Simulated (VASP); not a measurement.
A run of VASP 6.6.1 is set up as follows.

The input INCAR:

```
SYSTEM = AlN
PREC     = Accurate       ! precision mode
ENCUT    = 520            ! plane-wave cutoff, eV
EDIFF    = 1E-6           ! SCF threshold, eV
ISMEAR   = 0              ! smearing method
SIGMA    = 0.05           ! smearing width, eV
LREAL    = .False.        ! projectors in reciprocal space
LASPH    = .True.         ! aspherical terms in the spheres
NELM     = 80             ! most SCF steps
ALGO     = Normal         ! electronic algorithm
ISIF     = 2              ! what is computed and relaxed
LWAVE    = .False.        ! write WAVECAR
LCHARG   = .True.         ! write CHGCAR
GGA      = PE             ! functional
LELF     = .True.         ! ELF
LVHAR    = .True.       
NBANDS   = 11             ! bands
```

KPOINTS

```
Automatic mesh
0
Gamma
  10 10 10
  0 0 0
```

File POSCAR:

```
AlN
1.0
    0.0000000000      2.1839935596      2.1839935596
    2.1839935596      0.0000000000      2.1839935596
    2.1839935596      2.1839935596      0.0000000000
Al N
1 1
Direct
   -0.0161883898      0.0161883898      0.0000000000
    0.7500000000      0.7500000000      0.7500000000
```

Potentials or basis: VASP PAW PBE potentials, release 64 (Al, N).

The run is started by

```bash
$ cat potpaw_PBE.64/Al/POTCAR potpaw_PBE.64/N/POTCAR > POTCAR
$ mpirun -np 1 vasp_std > vasp.out
```

Problem. Predict the pressure.

Solution. 4.9 GPa.

Problem. Estimate the band gap on the k mesh.

Solution. 3.19 eV (least direct gap 4.06 eV).

Problem. Predict the largest force.

Solution. 0.741 eV/Å.

Forces in eV/Å, atoms in the order of the input:
```
Al  -0.521  0.521 -0.077
N    0.521 -0.521  0.077
```

Caveat: the cell differs from its parent crystal (all Al atoms moved +0.050 Å, as atom 1 along Cartesian [1 -1 0]); the cell stands under pressure. A k mesh can miss the band edges.
